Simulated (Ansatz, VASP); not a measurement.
Two plane-wave programs on TiO2

```
Ti O
1.0
     0.00000    2.41499    2.41499
     2.41499    0.00000    2.41499
     2.41499    2.41499    0.00000
Ti O
1 2
Direct
  0.00000 0.00000 0.00000
  0.25000 0.25000 0.25000
  0.75000 0.75000 0.75000
```

Alike in both runs: functional PBE; k mesh 12 × 12 × 12; occupations fermi-dirac, width 0.1 eV; no spin polarisation.

Ansatz relaxed the structure, and its values are those at the end. VASP's run is a single point on that final structure, the one shown.

|  | VASP | Ansatz |
| --- | --- | --- |
| version | VASP 6.6.1 | Ansatz 0.2.0 |
| potentials or method | VASP PAW PBE potentials, release 64 (Ti_sv, O) | PAW with Ansatz's default frozen-core files, scalar-relativistic |
| plane-wave cutoff (eV) | 520 | 420 |
| valence electrons in the cell | 24 | 24 |

Ansatz gave:

```
pressure (GPa) : 0.0
```

Question: Which values does VASP return?

Answer: Pressure (GPa): 0.8.
